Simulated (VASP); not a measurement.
**Al4Cl: single point with PBE**

The system is Al4Cl.

```
Al Cl
1.0
     4.48415    0.00000    0.00000
     0.00000    4.48415    0.00000
     0.00000    0.00000    4.48415
Al Cl
4 1
Cartesian
  1.2040 1.2040 1.2040
  3.2802 3.2802 1.2040
  3.2802 1.2040 3.2802
  1.2040 3.2802 3.2802
  0.0000 0.0000 0.0000
```

The cell was generated, and may not be a known phase.

```yaml
Program: VASP 6.6.1
Task: single point
Functional: PBE
Potentials_or_basis: VASP PAW PBE potentials, release 64 (Al, Cl)
Cutoff: 520 eV
k_mesh: 4 × 4 × 4
Occupations: gaussian, width 0.1 eV
Spin: no spin polarisation
```

```yaml
Pressure: 13.2 GPa
Largest_force: 3.700 eV/Å
Band_gap_on_the_k_mesh: zero (an odd number of electrons rules out a gap without spin polarisation)
```

Forces on the atoms (eV/Å):
```
Al   2.136  2.136  2.136
Al  -2.136 -2.136  2.136
Al  -2.136  2.136 -2.136
Al   2.136 -2.136 -2.136
Cl   0.000  0.000  0.000
```

Levels at points of the mesh, in eV from the Fermi level:
| k point | band 7 | band 8 | band 9 | band 10 | band 11 | band 12 |
| --- | --- | --- | --- | --- | --- | --- |
| (0.00, 0.00, 0.00) | -2.80 | -0.09 | -0.09 | -0.09 | 0.49 | 3.68 |
| (0.50, 0.00, 0.00) | -1.31 | -0.82 | -0.72 | -0.72 | 1.04 | 2.77 |
| (0.50, 0.50, 0.00) | -3.29 | -2.61 | 0.23 | 0.63 | 0.63 | 1.33 |
| (0.50, 0.50, 0.50) | -4.27 | -4.27 | 0.05 | 0.05 | 0.05 | 4.59 |

Wall time 16 s on 1 thread of Intel(R) Xeon(R) Platinum 8259CL CPU @ 2.50GHz (Skylake/Cascade Lake), with other jobs on the host, peak memory 0.2 GiB.

Caveat: the cell stands under pressure; an odd number of electrons without spin polarisation forces a metal; a magnetic or distorted state may lie lower.
